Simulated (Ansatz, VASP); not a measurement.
**PbO in VASP and in Ansatz**

```
Pb O
1.0
     3.98714    0.00000    0.00000
     0.00000    3.98714    0.00000
     0.00000    0.00000    5.32173
Pb O
2 2
Direct
  0.00000 0.50000 0.22318
  0.50000 0.00000 0.77682
  0.00000 0.00000 0.00000
  0.50000 0.50000 0.00000
```

Alike in both runs: functional r2SCAN; k mesh 8 × 8 × 6; occupations gaussian, width 0.02 eV; no spin polarisation.

Ansatz relaxed the structure, and its values are those at the end. VASP's run is a single point on that final structure, the one shown.

|  | VASP | Ansatz |
| --- | --- | --- |
| version | VASP 6.6.1 | Ansatz 0.2.0 |
| potentials or method | VASP PAW PBE potentials, release 64 (Pb_d, O), cutoff 520 eV | scalar-relativistic, plane waves, PAW |
| valence electrons in the cell | 40 | 40 |

Ansatz gave:

* gap on the k mesh at the Fermi level (eV): 1.83
* least direct gap on the mesh (eV): 2.54
* pressure (GPa): 0.0
* rms of the force components (eV/Å): 0.001

Task: Estimate VASP's values.

Result: gap on the k mesh at the Fermi level (eV): 1.83; least direct gap on the mesh (eV): 2.51; pressure (GPa): 0.5; rms of the force components (eV/Å): 0.046.

VASP's potentials were made for PBE, not for r2SCAN.

Neither program's run includes spin-orbit coupling.
